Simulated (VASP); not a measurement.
# HfSiO4 (I-4m2) in VASP: a series of runs

The runs below take HfSiO4 through relaxation of cell and atoms, with PBEsol, PBE.

All numbers are computed with VASP 6.6.1; they aren't measurements. Logs are shortened: lines on timing, memory, paths and dates and some standing lists are left out, and cuts for length are marked.

### Step 1. The cell of the first run

The structure is tetragonal, space group I-4m2 (No. 119). The conventional cell has a = 3.752 Å, b = 3.752 Å, c = 9.861 Å, α = 90.00°, β = 90.00°, γ = 90.00°. Hf (site symmetry -4m2) has 6 O at 2.01 to 2.17 Å within 2.7 Å. Si (site symmetry -4m2) has 6 O at 1.75 to 1.90 Å within 2.3 Å. O (site symmetry 2mm) has 1 Si at 1.75 Å and 2 Hf at 2.01 Å within 2.3 Å. Within 2.5 Å of O (site symmetry 2mm) lie 2 Si at 1.90 Å and 1 Hf at 2.17 Å and 2 O at 2.38 Å.

### Step 2. Relaxation of cell and atoms, PBEsol

INCAR

```
ALGO = Normal
EDIFF = 1E-7
EDIFFG = -0.005
ENCUT = 600
GGA = PS
IBRION = 2
ISIF = 3
ISMEAR = -1
LASPH = T
LCHARG = F
LREAL = F
LWAVE = F
NELM = 80
NSW = 80
PREC = Accurate
SIGMA = 0.02
```

KPOINTS

```
k-points
0
Gamma
  8 8 8
```

POSCAR

```
HfSiO4
1.0
   -1.8761446570      1.8761446570      4.9306409196
    1.8761446570     -1.8761446570      4.9306409196
    1.8761446570      1.8761446570     -4.9306409196
Hf Si O
1 1 4
Direct
    0.0000000000      0.0000000000      0.0000000000
    0.7500000000      0.2500000000      0.5000000000
    0.9278095355      0.4278095355      0.5000000000
    0.2203501767      0.2203501767      0.0000000000
    0.5721904645      0.0721904645      0.5000000000
    0.7796498233      0.7796498233      0.0000000000
```

Potentials or basis: VASP PAW PBE potentials, release 64 (Hf_pv, Si, O).

The run is started by

```sh
$ cat potpaw_PBE.64/Hf_pv/POTCAR potpaw_PBE.64/Si/POTCAR potpaw_PBE.64/O/POTCAR > POTCAR
$ mpirun -np 1 vasp_std > vasp.out
```

OUTCAR:

```text
EDIFF = 1E-7
   EDIFFG = -0.005
   ENCUT = 600
   GGA = PS
   IBRION = 2
   ISIF = 3
   ISMEAR = -1
   LASPH = T
   LREAL = F
   NELM = 80
   NSW = 80
   PREC = Accurate

 ion  position               nearest neighbor table
   1  0.000  0.000  0.000-   5 2.01   3 2.01   5 2.01   3 2.01   4 2.17   6 2.17   2 3.10   2 3.10
                             2 3.10   2 3.10
   2  0.750  0.250  0.500-   3 1.75   5 1.75   4 1.90   6 1.90   6 1.90   4 1.90   1 3.10   1 3.10
                             1 3.10   1 3.10
   3  0.928  0.428  0.500-   2 1.75   1 2.01   1 2.01
   4  0.220  0.220  0.000-   2 1.90   2 1.90   1 2.17
   5  0.572  0.072  0.500-   2 1.75   1 2.01   1 2.01
   6  0.780  0.780  0.000-   2 1.90   2 1.90   1 2.17

  LATTYP: Found a body centered tetragonal cell.
 ALAT       =     3.7522893140
 C/A-ratio  =     2.6280707627

  Lattice vectors:

 A1 = (  -1.8761446570,   1.8761446570,   4.9306409196)
 A2 = (   1.8761446570,  -1.8761446570,   4.9306409196)
 A3 = (   1.8761446570,   1.8761446570,  -4.9306409196)

Analysis of symmetry for initial positions (statically):
=====================================================================
 Subroutine PRICEL returns:
 Original cell was already a primitive cell.

 Routine SETGRP: Setting up the symmetry group for a
 body centered tetragonal supercell.

 Subroutine GETGRP returns: Found  8 space group operations
 (whereof  8 operations were pure point group operations)
 out of a pool of 16 trial point group operations.

The static configuration has the point symmetry D_2d.

Analysis of symmetry for dynamics (positions and initial velocities):
=====================================================================
 Subroutine PRICEL returns:
 Original cell was already a primitive cell.

 Routine SETGRP: Setting up the symmetry group for a
 body centered tetragonal supercell.

 Subroutine GETGRP returns: Found  8 space group operations
 (whereof  8 operations were pure point group operations)
 out of a pool of 16 trial point group operations.

The dynamic configuration has the point symmetry D_2d.

 Subroutine INISYM returns: Found  8 space group operations
 (whereof  8 operations are pure point group operations),
 and found     1 'primitive' translations

----------------------------------------------------------------------------------------

                                     Primitive cell
[... 121 lines left out ...]
  Fermi-wavevector in a.u.,A,eV,Ry     =   1.339175  2.530674 24.400551  1.793390
  Thomas-Fermi vector in A             =   2.467588
   LORBIT       =      0    0 simple, 1 ext, 2 COOP (PROOUT), +10 PAW based schemes
   GGA     = PS    functional components
   LHFCALC =     F    Hartree Fock is set to
   AEXX    =    0.0000 exact exchange contribution
   IVDW    =     0    specifies the selected vdW correction
   LEPSILON=     F    determine dielectric tensor
   LRPA    =     F    only Hartree local field effects (RPA)
 conjugate gradient relaxation of ions
 non-spin polarized calculation
  energy-cutoff  :      600.00
  volume of cell :       69.42
 maximum number of plane-waves:      2347
 NGX is ok and might be reduce to    48
   NGX = 23   NGY = 23   NGZ = 23

--------------------------------------- Ionic step        1  -------------------------------------------

 number of electron      37.9999998 magnetization

 Free energy of the ion-electron system (eV)
  ---------------------------------------------------
  ext. energy  EPLUGINS =         0.00000000
  ---------------------------------------------------
  free energy    TOTEN  =       -55.13121986 eV

  energy without entropy =      -55.13121986  energy(sigma->0) =      -55.13121986

------------------------ aborting loop because EDIFF is reached ----------------------------------------

  FORCE on cell =-STRESS in cart. coord.  units (eV):
  Direction    XX          YY          ZZ          XY          YZ          ZX
  --------------------------------------------------------------------------------------
  -------------------------------------------------------------------------------------
  Total       -2.9032383     -2.9032383     -3.0680418      0.0000000      0.0000000      0.0000000
  in kB      -67.0034653    -67.0034653    -70.8069440      0.0000000      0.0000000      0.0000000
  external PRESSURE =     -68.2712916 kB  Pullay stress =       0.0000000 kB
[... 101 lines left out ...]
  FREE ENERGIE OF THE ION-ELECTRON SYSTEM (eV)
  ---------------------------------------------------
  free  energy   TOTEN  =       -55.1787360277 eV

  energy  without entropy=      -55.1787360277  energy(sigma->0) =      -55.17873603

[... ionic steps 4 to 8 ...]

--------------------------------------- Ionic step        9  -------------------------------------------

 number of electron      37.9999999 magnetization

------------------------ aborting loop because EDIFF is reached ----------------------------------------
[... 75 lines left out ...]
--------------------------------------- Ionic step       11  -------------------------------------------

 number of electron      37.9999999 magnetization

 Free energy of the ion-electron system (eV)
  ---------------------------------------------------
  ext. energy  EPLUGINS =         0.00000000
  ---------------------------------------------------
  free energy    TOTEN  =       -55.18055663 eV

  energy without entropy =      -55.18055663  energy(sigma->0) =      -55.18055663

 E-fermi :   4.0883     XC(G=0): -10.9848

 val. band max:        3.6134488656   @ k =   0.5000   0.5000   0.0000
 cond. band min:       7.6662715412   @ k =   0.2500   0.2500   0.2500
 fundamental gap:      4.0528226756
 Fermi energy:         4.0882742630

 k-point     1 :       0.0000    0.0000    0.0000
  band No.  band energies     occupation
      1     -25.9859      2.00000
      2     -25.9859      2.00000
      3     -25.9449      2.00000
      4     -16.3623      2.00000
      5     -14.9840      2.00000
      6     -13.5968      2.00000
[... 613 lines left out ...]
     22       9.9314      0.00000
     23      11.3813      0.00000

 [... further k-points ...]

------------------------ aborting loop because EDIFF is reached ----------------------------------------

  FORCE on cell =-STRESS in cart. coord.  units (eV):
  Direction    XX          YY          ZZ          XY          YZ          ZX
  --------------------------------------------------------------------------------------
  -------------------------------------------------------------------------------------
  Total        0.0095730      0.0095730     -0.0092740      0.0000000      0.0000000      0.0000000
  in kB        0.2281340      0.2281340     -0.2210099      0.0000000      0.0000000      0.0000000
  external PRESSURE =       0.0784194 kB  Pullay stress =       0.0000000 kB
[... 21 lines left out ...]
  FREE ENERGIE OF THE ION-ELECTRON SYSTEM (eV)
  ---------------------------------------------------
  free  energy   TOTEN  =       -55.1805566328 eV

  energy  without entropy=      -55.1805566328  energy(sigma->0) =      -55.18055663

 reached required accuracy - stopping structural energy minimisation
```

Run time: 9.3 min. Hardware: 1 thread of Intel Xeon 6975P-C (Granite Rapids), shared host; peak memory 0.44 GiB.

What came out:

```yaml
Free_energy: -55.1806 eV
Relaxed_volume: 11.21 Å³/atom
Relaxed_cell: a = 5.545 Å, b = 5.545 Å, c = 5.545 Å, α = 140.92°, β = 140.92°, γ = 56.47°
Space_group_after_relaxing_to_0.05_Å: I-4m2 (No. 119)
Energy_gained_by_relaxing: 8.2 meV/atom
Ionic_steps: 11
Pressure_after_relaxing: 0.0 GPa
Band_gap_on_the_k_mesh: 4.05 eV, indirect (least direct gap 4.06 eV)
```

Forces on the atoms (eV/Å):
```
Hf   0.000  0.000  0.000
Si   0.000  0.000  0.000
O    0.000  0.000  0.003
O    0.000  0.000  0.000
O    0.000  0.000 -0.003
O    0.000  0.000  0.000
```

The path:
```
step  energy change (eV)  largest force (eV/Å)  pressure (GPa)  volume (Å³)
   1              0.0000                0.2645           -6.83        69.42
   2              0.0474                0.6477           10.95        64.59
   3             -0.0475                0.1741           -0.08        67.36
   4             -0.0475                0.1750            0.05        67.32
   5             -0.0487                0.1111            0.07        67.20
   6             -0.0493                0.0337            0.05        67.24
   7             -0.0493                0.0062           -0.10        67.27
   8             -0.0493                0.0066           -0.10        67.27
   9             -0.0493                0.0107            0.02        67.23
  10             -0.0493                0.0086            0.01        67.23
  11             -0.0493                0.0027            0.01        67.23
```

Final structure:
```yaml
crystal:
  lattice:
    - [-1.85483, 1.85483, 4.88537]
    - [1.85483, -1.85483, 4.88537]
    - [1.85483, 1.85483, -4.88537]
  atoms:
    - { symbol: Hf, position: [0.00000, 0.00000, 0.00000] }
    - { symbol: Si, position: [0.75000, 0.25000, 0.50000] }
    - { symbol: O, position: [0.92860, 0.42860, 0.50000] }
    - { symbol: O, position: [0.22027, 0.22027, 0.00000] }
    - { symbol: O, position: [0.57140, 0.07140, 0.50000] }
    - { symbol: O, position: [0.77973, 0.77973, 0.00000] }
```

Caveat: the PAW data sets were made with another functional, which shifts forces and pressure a little; spin-orbit coupling is left out, which moves the levels of the heavy elements. A k mesh can miss the band edges.

### Step 3. Relaxation of cell and atoms, PBE

This run uses another cell than the first one, of 9.94 Å³/atom, 0.859 times its volume.

INCAR

```
SYSTEM = HfSiO4
PREC     = Accurate       ! precision mode
ENCUT    = 600            ! plane-wave cutoff, eV
EDIFF    = 1E-6           ! SCF threshold, eV
ISMEAR   = -1             ! smearing method
SIGMA    = 0.02           ! smearing width, eV
LREAL    = .FALSE.        ! projectors in reciprocal space
LASPH    = .TRUE.         ! aspherical terms in the spheres
NELM     = 100            ! most SCF steps
ALGO     = Normal         ! electronic algorithm
ISIF     = 3              ! what is computed and relaxed
LWAVE    = .FALSE.        ! write WAVECAR
LCHARG   = .FALSE.        ! write CHGCAR
GGA      = PE             ! functional
IBRION   = 2              ! ionic algorithm
NSW      = 80             ! ionic steps
EDIFFG   = -0.005         ! ionic threshold
```

KPOINTS

```
regular mesh
0
G
  10 10 10
  0 0 0
```

POSCAR

```
HfSiO4
1.0
   -1.8035836900      1.8035836900      4.5846171100
    1.8035836900     -1.8035836900      4.5846171100
    1.8035836900      1.8035836900     -4.5846171100
Hf Si O
1 1 4
Direct
    0.0000000000      0.0000000000      0.0000000000
    0.7500000000      0.2500000000      0.5000000000
    0.9571521200      0.4571521200      0.5000000000
    0.2071521200      0.2071521200      0.0000000000
    0.5428478800      0.0428478800      0.5000000000
    0.7928478800      0.7928478800      0.0000000000
```

Potentials or basis: VASP PAW PBE potentials, release 64 (Hf_pv, Si, O).

The run is started by

```sh
$ cat potpaw_PBE.64/Hf_pv/POTCAR potpaw_PBE.64/Si/POTCAR potpaw_PBE.64/O/POTCAR > POTCAR
$ mpirun -np 1 vasp_std > vasp.out
```

Run time: 21 min. Hardware: 1 thread of Intel Xeon 6975P-C (Granite Rapids), shared host; peak memory 0.4 GiB.

The run converged. Its results:

* Free energy: -52.6734 eV
* Relaxed volume: 11.50 Å³/atom
* Relaxed cell: a = 5.585 Å, b = 5.585 Å, c = 5.585 Å, α = 140.80°, β = 140.80°, γ = 56.63°
* Space group after relaxing (to 0.05 Å): I-4m2 (No. 119)
* Energy gained by relaxing: 598.9 meV/atom
* Ionic steps: 19
* Pressure after relaxing: 0.0 GPa
* Band gap on the k mesh: 4.06 eV, indirect (least direct gap 4.08 eV)

Forces in eV/Å, atoms in the order of the input:
```
Hf   0.000  0.000  0.000
Si   0.000  0.000  0.000
O    0.000  0.000  0.002
O    0.000  0.000  0.002
O    0.000  0.000 -0.002
O    0.000  0.000 -0.002
```

The path:
```
step  energy change (eV)  largest force (eV/Å)  pressure (GPa)  volume (Å³)
   1              0.0000                6.7094           58.66        59.65
   2              1.7427                2.5667          -38.32        96.92
   3             -3.0286                2.4517          -11.17        72.80
   4             -3.0739                2.6355           -7.45        71.46
   5             -3.0796                2.7465           -5.04        70.69
   6             -3.5215                0.1427            0.57        69.01
   7             -3.5225                0.2697            0.18        69.08
   8             -3.5633                0.2263           -0.56        69.05
   9             -3.5718                0.4413           -0.95        69.02
  10             -3.5860                0.1996            1.41        68.34
  11             -3.5861                0.1698            1.75        68.26
  12             -3.5926                0.1188           -0.31        69.07
  13             -3.5928                0.1073           -0.01        68.95
  14             -3.5933                0.0701            0.12        69.01
  15             -3.5936                0.0042            0.08        68.99
  16             -3.5936                0.0063            0.09        68.99
  17             -3.5936                0.0043           -0.09        69.04
  18             -3.5936                0.0057           -0.01        69.02
  19             -3.5936                0.0025            0.00        69.01
```

Final structure:
```
CELL_PARAMETERS angstrom
-1.87327 1.87327 4.91668
1.87327 -1.87327 4.91668
1.87327 1.87327 -4.91668
ATOMIC_POSITIONS crystal
Hf 0.00000 0.00000 0.00000
Si 0.75000 0.25000 0.50000
O 0.92848 0.42848 0.50000
O 0.22002 0.22002 0.00000
O 0.57152 0.07152 0.50000
O 0.77998 0.77998 0.00000
```

Levels at points of the mesh, in eV from the valence-band top:
```
           k point  band 15  band 16  band 17  band 18  band 19  band 20  band 21  band 22  band 23
(0.00, 0.00, 0.00)    -2.34    -2.34    -1.22    -0.51    -0.51     4.06     4.25     6.91     7.45
(0.50, 0.00, 0.00)    -2.48    -2.17    -1.40    -1.30    -0.98     4.50     5.29     6.82     6.99
(0.50, 0.50, 0.00)    -2.66    -2.45    -1.92    -1.01     0.00     4.29     4.30     6.55     7.67
(0.50, 0.50, 0.50)    -2.14    -2.14    -1.57    -0.36    -0.36     4.11     4.81     6.13     7.24
```

Caveat: the volume moved by over 15 % at a fixed basis, so the end points are rough; spin-orbit coupling is left out, which moves the levels of the heavy elements.
